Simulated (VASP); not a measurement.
# SiC (P6_3mc) in VASP: electric field gradients with PBE

Aim: the electric field gradients of SiC with PBE.

Program: VASP 6.6.1. These are calculated values, not measurements. Logs are shortened: lines on timing, memory, paths and dates and some standing lists are left out, and cuts for length are marked.

## Step 1: The cell of the first run

The structure is hexagonal, space group P6_3mc (No. 186). The conventional cell has a = 3.076 Å, b = 3.076 Å, c = 40.268 Å, α = 90.00°, β = 90.00°, γ = 120.00°. Si (site symmetry 3m) has 4 C at 1.89 Å within 2.5 Å. Within 2.5 Å of Si (site symmetry 3m) lie 4 C at 1.88 to 1.89 Å. Within 2.5 Å of Si (site symmetry 3m) lie 4 C at 1.88 to 1.89 Å. Si (site symmetry 3m) has 4 C at 1.88 to 1.89 Å within 2.5 Å. Within 2.5 Å of Si (site symmetry 3m) lie 4 C at 1.88 to 1.89 Å. Within 2.5 Å of Si (site symmetry 3m) lie 4 C at 1.89 Å. Within 2.5 Å of Si (site symmetry 3m) lie 4 C at 1.88 to 1.89 Å. Si (site symmetry 3m) has 4 C at 1.88 to 1.89 Å within 2.5 Å.

## Step 2: Electric field gradients, PBE

File INCAR:

```
PREC = Accurate ; ENCUT = 520
EDIFF = 1E-8 ; ISMEAR = -1
SIGMA = 0.02 ; LREAL = Auto
LASPH = T ; NELM = 80
ALGO = Normal ; ISIF = 2
LWAVE = F ; LCHARG = F
GGA = PE ; LEFG = T
NBANDS = 86
```

File KPOINTS:

```
regular mesh
0
Gamma
  10 10 1
```

File POSCAR:

```
SiC
1.0
    3.0764846774      0.0000000000      0.0000000000
   -1.5382423387      2.6643138850      0.0000000000
    0.0000000000      0.0000000000     40.2676834000
Si C
16 16
Direct
    0.3333333333      0.6666666667      0.8125116600
    0.3333333333      0.6666666667      0.5624873200
    0.0000000000      0.0000000000      0.3750284400
    0.6666666667      0.3333333333      0.9374433700
    0.6666666667      0.3333333333      0.0624873200
    0.0000000000      0.0000000000      0.2499807700
    0.0000000000      0.0000000000      0.8750284400
    0.6666666667      0.3333333333      0.6874646200
    0.6666666667      0.3333333333      0.4999731500
    0.3333333333      0.6666666667      0.4374433700
    0.3333333333      0.6666666667      0.9999731500
    0.0000000000      0.0000000000      0.7499807700
    0.6666666667      0.3333333333      0.3125116600
    0.0000000000      0.0000000000      0.6249155300
    0.3333333333      0.6666666667      0.1874646200
    0.0000000000      0.0000000000      0.1249155300
    0.0000000000      0.0000000000      0.1717881400
    0.3333333333      0.6666666667      0.4843068800
    0.6666666667      0.3333333333      0.3595215500
    0.3333333333      0.6666666667      0.0469775000
    0.6666666667      0.3333333333      0.5469775000
    0.0000000000      0.0000000000      0.9218953400
    0.3333333333      0.6666666667      0.6093571800
    0.6666666667      0.3333333333      0.7344750700
    0.0000000000      0.0000000000      0.4218953400
    0.6666666667      0.3333333333      0.9843068800
    0.0000000000      0.0000000000      0.7968334900
    0.6666666667      0.3333333333      0.1093571800
    0.3333333333      0.6666666667      0.8595215500
    0.0000000000      0.0000000000      0.2968334900
    0.0000000000      0.0000000000      0.6717881400
    0.3333333333      0.6666666667      0.2344750700
```

Potentials or basis: VASP PAW PBE potentials, release 64 (Si, C).

Started as:

```sh
> cat potpaw_PBE.64/Si/POTCAR potpaw_PBE.64/C/POTCAR > POTCAR
> mpirun -np 1 vasp_std > vasp.out
```

OUTCAR:

```text
PREC = Accurate
   ENCUT = 520
   EDIFF = 1E-8
   ISMEAR = -1
   LREAL = Auto
   LASPH = T
   NELM = 80
   ISIF = 2
   GGA = PE

 ion  position               nearest neighbor table
   1  0.333  0.667  0.813-  27 1.89  27 1.89  27 1.89  29 1.89   7 3.08   7 3.08   7 3.08  12 3.08
                            12 3.08  12 3.08
   2  0.333  0.667  0.562-  21 1.88  21 1.88  21 1.88  23 1.89  14 3.08  14 3.08  14 3.08   9 3.08
                             9 3.08   9 3.08
   3  0.000  0.000  0.375-  19 1.88  19 1.88  19 1.88  25 1.89  10 3.08  10 3.08  10 3.08  13 3.08
                            13 3.08  13 3.08
   4  0.667  0.333  0.937-  22 1.88  22 1.88  22 1.88  26 1.89   7 3.08   7 3.08   7 3.08  11 3.08
                            11 3.08  11 3.08
   5  0.667  0.333  0.062-  20 1.88  20 1.88  20 1.88  28 1.89  16 3.08  16 3.08  16 3.08  11 3.08
                            11 3.08  11 3.08
   6  0.000  0.000  0.250-  32 1.88  32 1.88  32 1.88  30 1.89  15 3.08  15 3.08  15 3.08  13 3.08
                            13 3.08  13 3.08
   7  0.000  0.000  0.875-  29 1.88  29 1.88  29 1.88  22 1.89   4 3.08   4 3.08   4 3.08   1 3.08
                             1 3.08   1 3.08
   8  0.667  0.333  0.687-  31 1.89  31 1.89  31 1.89  24 1.89  12 3.08  12 3.08  12 3.08  14 3.08
                            14 3.08  14 3.08
   9  0.667  0.333  0.500-  18 1.88  18 1.88  18 1.88  21 1.89   2 3.08   2 3.08   2 3.08  10 3.08
[... 17 lines left out ...]
  19  0.667  0.333  0.360-   3 1.88   3 1.88   3 1.88  13 1.89
  20  0.333  0.667  0.047-   5 1.88   5 1.88   5 1.88  11 1.89
  21  0.667  0.333  0.547-   2 1.88   2 1.88   2 1.88   9 1.89
  22  0.000  0.000  0.922-   4 1.88   4 1.88   4 1.88   7 1.89
[... 8 lines left out ...]
  31  0.000  0.000  0.672-   8 1.89   8 1.89   8 1.89  14 1.89
  32  0.333  0.667  0.234-   6 1.88   6 1.88   6 1.88  15 1.89

  LATTYP: Found a hexagonal cell.
 ALAT       =     3.0764846774
 C/A-ratio  =    13.0888620040

  Lattice vectors:

 A1 = (   3.0764846774,   0.0000000000,   0.0000000000)
 A2 = (  -1.5382423387,   2.6643138850,   0.0000000000)
 A3 = (   0.0000000000,   0.0000000000,  40.2676834000)

Analysis of symmetry for initial positions (statically):
=====================================================================
 Subroutine PRICEL returns:
 Original cell was already a primitive cell.

 Routine SETGRP: Setting up the symmetry group for a
 hexagonal supercell.

[... 1334 lines left out ...]
  Direction    XX          YY          ZZ          XY          YZ          ZX
  --------------------------------------------------------------------------------------
  -------------------------------------------------------------------------------------
  Total        8.0142235      8.0142235      7.7545587      0.0000000      0.0000000      0.0000000
  in kB       38.9022970     38.9022970     37.6418430      0.0000000      0.0000000      0.0000000
  external PRESSURE =      38.4821456 kB  Pullay stress =       0.0000000 kB

 VOLUME and BASIS-vectors are now :
 -----------------------------------------------------------------------------
  energy-cutoff  :      520.00
  volume of cell :      330.06
      direct lattice vectors                 reciprocal lattice vectors
     3.076484677  0.000000000  0.000000000     0.325046313  0.187665576  0.000000000
    -1.538242339  2.664313885  0.000000000     0.000000000  0.375331152  0.000000000
     0.000000000  0.000000000 40.267683400     0.000000000  0.000000000  0.024833810

 POSITION                                       TOTAL-FORCE (eV/Angst)
 -----------------------------------------------------------------------------------
     -0.00000      1.77621     32.71796         0.000000      0.000000      0.004880
     -0.00000      1.77621     22.65006        -0.000000     -0.000000     -0.001817
      0.00000      0.00000     15.10153        -0.000000      0.000000     -0.001549
      1.53824      0.88810     37.74867         0.000000      0.000000      0.001663
      1.53824      0.88810      2.51622         0.000000      0.000000     -0.001817
      0.00000      0.00000     10.06615        -0.000000      0.000000     -0.008044
[... 24 lines left out ...]
      0.00000      0.00000     27.05135        -0.000000     -0.000000     -0.005913
     -0.00000      1.77621      9.44177         0.000000     -0.000000     -0.004150
 -----------------------------------------------------------------------------------
    total drift:                                0.000000      0.000000      0.006751

  FREE ENERGIE OF THE ION-ELECTRON SYSTEM (eV)
  ---------------------------------------------------
  free  energy   TOTEN  =      -240.9399212728 eV

  energy  without entropy=     -240.9399212728  energy(sigma->0) =     -240.93992127

 Electric field gradients (V/A^2)
---------------------------------------------------------------------
 ion       V_xx      V_yy      V_zz      V_xy      V_xz      V_yz
---------------------------------------------------------------------
   1       0.193     0.193    -0.387    -0.000     0.000    -0.000
   2      -1.344    -1.344     2.687    -0.000     0.000    -0.000
   3      -1.311    -1.311     2.623    -0.000    -0.000     0.000
   4      -1.090    -1.090     2.181    -0.000     0.000    -0.000
   5      -1.344    -1.344     2.687    -0.000    -0.000     0.000
   6      -1.530    -1.530     3.060    -0.000     0.000    -0.000
[... 24 lines left out ...]
  31      -0.265    -0.265     0.529    -0.000    -0.000     0.000
  32      -1.083    -1.083     2.167    -0.000    -0.000     0.000
---------------------------------------------------------------------

 Electric field gradients after diagonalization (V/A^2)
 (convention: |V_zz| > |V_xx| > |V_yy|)
----------------------------------------------------------------------
 ion       V_xx      V_yy      V_zz     asymmetry (V_yy - V_xx)/ V_zz
----------------------------------------------------------------------
   1       0.193     0.193    -0.387       0.001
   2      -1.344    -1.344     2.687       0.000
   3      -1.311    -1.311     2.623       0.000
   4      -1.090    -1.090     2.181       0.000
   5      -1.344    -1.344     2.687       0.000
   6      -1.530    -1.530     3.060       0.000
[... 24 lines left out ...]
  31      -0.265    -0.265     0.529       0.001
  32      -1.084    -1.083     2.167       0.000
----------------------------------------------------------------------

           NMR quadrupolar parameters

 Cq : quadrupolar parameter    Cq=e*Q*V_zz/h
 eta: asymmetry parameters     (V_yy - V_xx)/ V_zz
 Q  : nuclear electric quadrupole moment in mb (millibarn)
----------------------------------------------------------------------
 ion       Cq(MHz)       eta       Q (mb)
----------------------------------------------------------------------
   1      -0.001       0.001       1.000
   2       0.006       0.000       1.000
   3       0.006       0.000       1.000
   4       0.005       0.000       1.000
   5       0.006       0.000       1.000
   6       0.007       0.000       1.000
[... 24 lines left out ...]
  31       0.001       0.001       1.000
  32       0.005       0.000       1.000
----------------------------------------------------------------------
```

OSZICAR:

```text
N       E                     dE             d eps       ncg     rms          rms(c)
DAV:   1     0.394226392704E+03    0.39423E+03   -0.58712E+04  2408   0.135E+03
DAV:   2    -0.230263214116E+03   -0.62449E+03   -0.59183E+03  3052   0.236E+02
[... 11 lines left out ...]
DAV:  14    -0.240939920427E+03   -0.55043E-06   -0.61811E-07  3082   0.314E-03    0.250E-03
DAV:  15    -0.240939921017E+03   -0.58996E-06   -0.46094E-07  2800   0.207E-03    0.105E-03
DAV:  16    -0.240939921308E+03   -0.29133E-06   -0.40813E-08  2578   0.744E-04    0.786E-04
DAV:  17    -0.240939921297E+03    0.11669E-07   -0.15208E-08  1752   0.423E-04    0.195E-04
DAV:  18    -0.240939921271E+03    0.25853E-07   -0.23024E-09  1570   0.155E-04    0.106E-04
DAV:  19    -0.240939921273E+03   -0.19463E-08   -0.27196E-10  1560   0.622E-05
   1 F= -.24093992E+03 E0= -.24093992E+03  d E =-.952664E-12
```

stdout:

```text
POSCAR found type information on POSCAR SiC
 POSCAR found :  2 types and      32 ions
 scaLAPACK will be used
 LDA part: xc-table for (Slater+PW92), standard interpolation
 POSCAR, INCAR and KPOINTS ok, starting setup
 FFT: planning ... GRIDC
 FFT: planning ... GRID_SOFT
 FFT: planning ... GRID
 WAVECAR not read
 entering main loop
ion   1

ion   2

ion   3

ion   4

ion   5

ion   6

ion   7

ion   8

ion   9

ion  10

ion  11

ion  12

ion  13

ion  14

ion  15

ion  16

ion  17

ion  18

ion  19

ion  20

ion  21

ion  22

ion  23

ion  24

ion  25

ion  26

ion  27

ion  28

ion  29

ion  30

ion  31

ion  32
```

It took 11 min on 1 thread of AMD EPYC 7R13 (Zen 3), shared host; peak memory 0.5 GiB.

What came out:

```
Free energy                             : -240.9399 eV
Pressure                                : 3.8 GPa
Largest force                           : 0.016 eV/Å
Band gap on the k mesh                  : 1.97 eV (least direct gap 3.08 eV)
Largest electric field gradient by atom : Si -0.4, +2.7, +2.6, +2.2, +3.1, -0.3 (each value once); C +0.5, +2.1, +0.2, +2.2, +0.6 (each value once) V/Å²
```

Forces on the atoms (eV/Å):
```
Si   0.000  0.000  0.005
Si   0.000  0.000 -0.002
Si   0.000  0.000 -0.002
Si   0.000  0.000  0.002
Si   0.000  0.000 -0.002
Si   0.000  0.000 -0.008
Si   0.000  0.000 -0.002
Si   0.000  0.000 -0.001
Si   0.000  0.000  0.002
Si   0.000  0.000  0.002
Si   0.000  0.000  0.002
Si   0.000  0.000 -0.008
Si   0.000  0.000  0.005
Si   0.000  0.000  0.003
Si   0.000  0.000 -0.001
Si   0.000  0.000  0.003
C    0.000  0.000 -0.006
C    0.000  0.000  0.003
C    0.000  0.000 -0.007
C    0.000  0.000  0.003
C    0.000  0.000  0.003
C    0.000  0.000 -0.013
C    0.000  0.000  0.016
C    0.000  0.000 -0.004
C    0.000  0.000 -0.013
C    0.000  0.000  0.003
C    0.000  0.000  0.009
C    0.000  0.000  0.016
C    0.000  0.000 -0.007
C    0.000  0.000  0.009
C    0.000  0.000 -0.006
C    0.000  0.000 -0.004
```

Levels at points of the mesh, in eV from the valence-band top:
```csv
k point,band 62,band 63,band 64,band 65,band 66,band 67
"(0.00, 0.00, 0.00)",-0.04,0.00,0.00,5.17,5.19,5.25
"(0.50, 0.00, 0.00)",-1.23,-1.22,-1.11,1.97,2.06,2.10
```

Electric field gradients, principal values (V/Å²):
| atom | least | middle | greatest (by size) |
| --- | --- | --- | --- |
| 1 Si | 0.193 | 0.193 | -0.387 |
| 2 Si | -1.344 | -1.344 | 2.687 |
| 3 Si | -1.311 | -1.311 | 2.623 |
| 4 Si | -1.090 | -1.090 | 2.181 |
| 5 Si | -1.344 | -1.344 | 2.687 |
| 6 Si | -1.530 | -1.530 | 3.060 |
| 7 Si | -1.311 | -1.311 | 2.623 |
| 8 Si | 0.135 | 0.136 | -0.271 |
| 9 Si | 0.170 | 0.170 | -0.339 |
| 10 Si | -1.090 | -1.090 | 2.181 |
| 11 Si | 0.170 | 0.170 | -0.339 |
| 12 Si | -1.530 | -1.530 | 3.060 |
| 13 Si | 0.193 | 0.193 | -0.387 |
| 14 Si | -1.104 | -1.104 | 2.208 |
| 15 Si | 0.135 | 0.136 | -0.271 |
| 16 Si | -1.104 | -1.104 | 2.208 |
| 17 C | -0.265 | -0.265 | 0.529 |
| 18 C | -0.255 | -0.255 | 0.510 |
| 19 C | -1.071 | -1.072 | 2.143 |
| 20 C | -1.062 | -1.062 | 2.124 |
| 21 C | -1.062 | -1.062 | 2.124 |
| 22 C | -0.081 | -0.081 | 0.162 |
| 23 C | -0.100 | -0.101 | 0.201 |
| 24 C | -1.083 | -1.084 | 2.167 |
| 25 C | -0.081 | -0.081 | 0.162 |
| 26 C | -0.255 | -0.255 | 0.510 |
| 27 C | -0.294 | -0.295 | 0.589 |
| 28 C | -0.100 | -0.101 | 0.201 |
| 29 C | -1.071 | -1.072 | 2.143 |
| 30 C | -0.294 | -0.295 | 0.589 |
| 31 C | -0.265 | -0.265 | 0.529 |
| 32 C | -1.083 | -1.084 | 2.167 |

Caveat: the cell stands under pressure; without QUAD_EFG the Cq values of the log hold for a quadrupole moment of 1 mb, not for the nuclei; an odd mesh through Γ misses points on the zone boundary, where band edges can lie.
